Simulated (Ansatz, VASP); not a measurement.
One calculation of W, two programs

```xyz
1
Lattice="0.0000 2.0909 2.0300 2.0909 0.0000 2.0300 2.0909 2.0909 0.0000" Properties=species:S:1:pos:R:3 pbc="T T T"
W     0.0000    0.0000    0.0000
```

Change from the starting cell: strain +0.030 along x and y, +0.000 along z, atoms carried along.

Alike in both runs: task single point; functional r2SCAN; k mesh 20 × 20 × 20; occupations gaussian, width 0.15 eV; no spin polarisation.

|  | VASP | Ansatz |
| --- | --- | --- |
| version | VASP 6.6.1 | Ansatz 0.2.0 |
| potentials or method | VASP PAW PBE potentials, release 64 (W_sv), cutoff 520 eV | scalar-relativistic, plane waves, PAW |
| valence electrons in the cell | 14 | 14 |

VASP gave:

```
gap on the k mesh at the Fermi level (eV)                     : none
pressure (GPa)                                                : -21.9
traceless stress, the component that is largest in VASP (GPa) : -7.76
```

What did Ansatz give for the same quantities?

gap on the k mesh at the Fermi level (eV): none; pressure (GPa): -22.6; traceless stress, the component that is largest in VASP (GPa): -7.74.

VASP's potentials were made for PBE, not for r2SCAN. A gap of «none» marks a metal or a gap that the smearing closes.

Spin-orbit coupling is off throughout.
